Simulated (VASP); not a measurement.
Runs of VASP 6.6.1 on AlN. The structure is that of space group Cmc2_1 (No. 36), or close to it. The cells are those of the table. 

| cell | gap on the mesh (eV) | pressure (GPa) | largest force (eV/Å) |
| --- | --- | --- | --- |
| a = 3.271, b = 3.062, c = 5.018 Å, angles 90.0, 90.0, 122.3°, 4 atoms | 3.98 | 1.1 | 1.05 |
| a = 3.295, b = 3.051, c = 5.018 Å, angles 90.0, 90.0, 122.7°, 4 atoms | (c) | 1.6 | 1.27 |
| a = 2.989, b = 3.203, c = 5.018 Å, angles 90.0, 90.0, 117.8°, 4 atoms | 3.88 | 1.0 | 0.76 |
| a = 3.318, b = 3.041, c = 5.018 Å, angles 90.0, 90.0, 123.1°, 4 atoms | (b) | 2.2 | 1.49 |
| a = 2.942, b = 3.228, c = 5.018 Å, angles 90.0, 90.0, 117.1°, 4 atoms | (a) | 2.0 | 0.98 |

Alike in all rows: task single point; level PBE; potentials or basis VASP PAW PBE potentials, release 64 (Al, N); no spin polarisation; k mesh 12 × 12 × 6; cutoff (eV) 520; smearing gaussian 0.05 eV.

Question: Fill in the values left out.

Answer: (a) 3.68; (b) 3.90; (c) 3.95.

Caveats: forces of over 1 eV/Å act on the atoms, so gaps and moduli don't describe the material at rest (some runs).

A k mesh can miss the band edges.
